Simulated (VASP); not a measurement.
Set up this calculation in VASP 6.6.1, as the native input.

| Property | Result |
| --- | --- |
| Task | single point |
| Functional | PBE |
| Potentials or basis | VASP PAW PBE potentials, release 64 (Sn_d, O_h) |
| Cutoff | 910 eV |
| k mesh | 5 × 5 × 4 |
| Occupations | fermi-dirac, width 0.02 eV |
| Spin | no spin polarisation |
| Dipole correction | no |
| Second run | hard_potentials |
| Further INCAR settings | ALGO = Normal; EDIFF = 1e-06; NBANDS = 28 |

The structure of SnO (Romarchite) lies in POSCAR:

```
SnO
1.0
    3.7986000000      0.0000000000      0.0000000000
    0.0000000000      3.7986000000      0.0000000000
    0.0000000000      0.0000000000      4.8408000000
Sn O
2 2
Direct
    0.5000000000      0.0000000000      0.2420408500
    0.0000000000      0.5000000000      0.7579591500
    0.0000000000      0.0000000000      0.0000000000
    0.5000000000      0.5000000000      0.0000000000
```

The input as run:

INCAR

```
PREC     = Accurate       # precision mode
ENCUT    = 910            # plane-wave cutoff, eV
EDIFF    = 1E-6           # SCF threshold, eV
ISMEAR   = -1             # smearing method
SIGMA    = 0.02           # smearing width, eV
LREAL    = F              # projectors in reciprocal space
LASPH    = T              # aspherical terms in the spheres
NELM     = 120            # most SCF steps
ALGO     = Normal         # electronic algorithm
ISIF     = 2              # what is computed and relaxed
LWAVE    = F              # write WAVECAR
LCHARG   = F              # write CHGCAR
GGA      = PE             # functional
NBANDS   = 28             # bands
GGA_COMPAT= F
```

KPOINTS

```
regular mesh
0
Gamma
  5 5 4
```

Potentials or basis: VASP PAW PBE potentials, release 64 (Sn_d, O_h).

Run with:

```bash
$ cat potpaw_PBE.64/Sn_d/POTCAR potpaw_PBE.64/O_h/POTCAR > POTCAR
$ mpirun -np 1 vasp_std > vasp.out
```

Results of the run:

```yaml
Pressure: 3.4 GPa
Largest_force: 0.081 eV/Å
Band_gap_on_the_k_mesh: 0.32 eV, indirect (least direct gap 2.08 eV)
```

Caveat: the cutoff is under 1.25 times the usual one of these potentials, so pressure, stress and relaxed cells hold a basis-set (Pulay) error; spin-orbit coupling is left out, which moves the levels of the heavy elements.

Wall time 50 s on 1 thread of Intel(R) Xeon(R) 6975P-C (Granite Rapids), with other jobs on the host, peak memory 0.28 GiB.
